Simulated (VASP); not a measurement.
Here is a VASP 6.6.1 calculation.

Contents of INCAR:

```
  PREC = Accurate
  ENCUT = 520
  EDIFF = 1E-7
  ISMEAR = 0
  SIGMA = 0.1
  LREAL = False
  LASPH = True
  NELM = 80
  ALGO = Normal
  ISIF = 2
  LWAVE = False
  LCHARG = False
  GGA = PE
  NBANDS = 28
```

KPOINTS

```
Automatic mesh
0
Gamma
  4 4 4
```

File POSCAR:

```
TaAl5Au
1.0
    4.2353395159      0.0000000000      0.0000000000
    0.0000000000      4.2353395159      0.0000000000
    0.0000000000      0.0000000000      6.7631948276
Ta Al Au
1 5 1
Direct
    0.0000000000      0.0000000000      0.0000000000
    0.0000000000      0.5000000000      0.2719639217
    0.0000000000      0.5000000000      0.7280360783
    0.5000000000      0.0000000000      0.2719639217
    0.5000000000      0.0000000000      0.7280360783
    0.5000000000      0.5000000000      0.0000000000
    0.0000000000      0.0000000000      0.5000000000
```

Potentials or basis: VASP PAW PBE potentials, release 64 (Ta_pv, Al, Au).

Launch:

```bash
$ cat potpaw_PBE.64/Ta_pv/POTCAR potpaw_PBE.64/Al/POTCAR potpaw_PBE.64/Au/POTCAR > POTCAR
$ mpirun -np 1 vasp_std > vasp.out
```

Task: What does it give for the largest force?

Result: 0.011 eV/Å.

Task: Predict the pressure.

Result: -0.1 GPa.

Forces in eV/Å, atoms in the order of the input:
```
Ta   0.000  0.000  0.000
Al   0.000  0.000  0.011
Al   0.000  0.000 -0.011
Al   0.000  0.000  0.011
Al   0.000  0.000 -0.011
Al   0.000  0.000  0.000
Au   0.000  0.000  0.000
```

Caveat: the k points lie up to 0.37 Å⁻¹ apart.
